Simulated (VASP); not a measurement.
A run of VASP 6.6.1:

The input INCAR:

```
PREC     = Accurate       # precision mode
ENCUT    = 910            # plane-wave cutoff, eV
EDIFF    = 1E-6           # SCF threshold, eV
ISMEAR   = 0              # smearing method
SIGMA    = 0.1            # smearing width, eV
LREAL    = F              # projectors in reciprocal space
LASPH    = T              # aspherical terms in the spheres
NELM     = 120            # most SCF steps
ALGO     = Normal         # electronic algorithm
ISIF     = 2              # what is computed and relaxed
LWAVE    = F              # write WAVECAR
LCHARG   = F              # write CHGCAR
GGA      = PE             # functional
NBANDS   = 16             # bands
GGA_COMPAT= F
```

File KPOINTS:

```
Automatic mesh
0
Gamma
  18 18 16
```

POSCAR

```
WC
1.0
    2.9217240012      0.0000000000      0.0000000000
   -1.4608620006      2.5302872079      0.0000000000
    0.0000000000      0.0000000000      2.8472412411
W C
1 1
Direct
    0.0000000000      0.0000000000      0.0000000000
    0.3333333333      0.6666666667      0.5000000000
```

Potentials or basis: VASP PAW PBE potentials, release 64 (W_sv, C_h).

Launch:

```bash
$ cat potpaw_PBE.64/W_sv/POTCAR potpaw_PBE.64/C_h/POTCAR > POTCAR
$ mpirun -np 1 vasp_std > vasp.out
```

Hardware: 1 thread of Intel(R) Xeon(R) Platinum 8375C CPU @ 2.90GHz (Ice Lake) (shared host).

Task: How long does it take, and how much memory?

Result: Run time: 2.8 min on 1 thread of Intel(R) Xeon(R) Platinum 8375C CPU @ 2.90GHz (Ice Lake), with other jobs on the host, peak memory 0.37 GiB. Counts: scf iterations 12, k points 333.
